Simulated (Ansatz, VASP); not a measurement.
## Os: VASP beside Ansatz

INCAR

```
SYSTEM = Os
PREC = Accurate ; ENCUT = 520
EDIFF = 1E-7 ; ISMEAR = 0
SIGMA = 0.15 ; LREAL = .FALSE.
LASPH = .TRUE. ; NELM = 100
ALGO = Fast ; ISIF = 2
LWAVE = .FALSE. ; LCHARG = .TRUE.
GGA = PE ; LELF = .TRUE.
LVHAR = .TRUE. ; NBANDS = 15
```

KPOINTS

```
Automatic mesh
0
G
  18 18 12
  0 0 0
```

Contents of POSCAR:

```
Os
1.0
    2.6520769763      0.0000000000      0.0000000000
   -1.3260384882      2.4388340363      0.0000000000
    0.0000000000      0.0000000000      4.3197000000
Os
2
Direct
    0.3333333333      0.6666666667      0.2500000000
    0.6666666667      0.3333333333      0.7500000000
```

Input for Ansatz:

```yaml
crystal:
  lattice:
    - [2.6520769763, 0.0, 0.0]
    - [-1.3260384882, 2.4388340363, 0.0]
    - [0.0, 0.0, 4.3197]
  atoms:
    - { symbol: Os, position: [0.3333333333, 0.6666666667, 0.25] }
    - { symbol: Os, position: [0.6666666667, 0.3333333333, 0.75] }
basis:
  ecutwfc: 420
kpoints:
  mp_grid: { grid: [18, 18, 12] }
hamiltonian:
  xc: pbe
scf:
  occupations: { method: gaussian, width: 0.15 }
output:
  forces: true
  stress: true
  eigenvalues: true
  write_density: true
  write_potential: true
  elf: true
  volumetric_format: npy
```

Change from the starting cell: strain -0.0300 x Voigt [1, -1, 0, 0, 0, 0], atoms carried along.

Alike in both runs: task single point; functional PBE; k mesh 18 × 18 × 12; occupations gaussian, width 0.15 eV; no spin polarisation.

```csv
,VASP,Ansatz
version,VASP 6.6.1,Ansatz 0.2.0
potentials or method,"VASP PAW PBE potentials, release 64 (Os), cutoff 520 eV","scalar-relativistic, plane waves, PAW"
valence electrons in the cell,16,32
```

Ansatz gave:

```
gap on the k mesh at the Fermi level (eV)                     : none
pressure (GPa)                                                : 10.3
traceless stress, the component that is largest in VASP (GPa) : 18.08
rms of the force components (eV/Å)                            : 0.094
```

Which values does VASP return?

gap on the k mesh at the Fermi level (eV): none; pressure (GPa): 10.4; traceless stress, the component that is largest in VASP (GPa): 17.99; rms of the force components (eV/Å): 0.091.

Atom by atom the forces differ by 0.003 eV/Å (rms over components). A gap of «none» marks a metal or a gap that the smearing closes. The functional is the same, so the differences come from potentials, cutoffs and numerics. VASP's potentials hold 16 valence electrons a cell and Ansatz's 32, so a difference there can come from the potentials and not from the codes.

Neither program's run includes spin-orbit coupling.
